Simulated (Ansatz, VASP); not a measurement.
One calculation of Zr, two programs

```
CELL_PARAMETERS angstrom
0.00000 2.52278 2.52278
2.52278 0.00000 2.52278
2.52278 2.52278 0.00000
ATOMIC_POSITIONS crystal
Zr 0.87500 0.87500 0.87500
Zr 0.12500 0.12500 0.12500
```

Change from the starting cell: volume scaled by 0.58, LAPW.

Alike in both runs: task single point; functional LDA; k mesh 12 × 12 × 12; occupations fermi-dirac, width 0.08 eV; no spin polarisation.

|  | VASP | Ansatz |
| --- | --- | --- |
| version | VASP 6.6.1 | Ansatz 0.2.0 |
| potentials or method | VASP PAW LDA potentials, release 64 (Zr_sv), cutoff 520 eV | all-electron LAPW, scalar-relativistic |

|  | VASP | Ansatz | Ansatz less VASP |
| --- | --- | --- | --- |
| pressure (GPa) | 84.3 | 82.2 | -2.11 |

LDA's correlation is that of Perdew and Zunger in VASP and of Perdew and Wang (1992) in Ansatz. Both programs put the cell under a high pressure, so it lies far from rest at this level. Ansatz ran all-electron here, and VASP with PAW potentials.

Noted on VASP's run: the cell as given lies far from equilibrium.
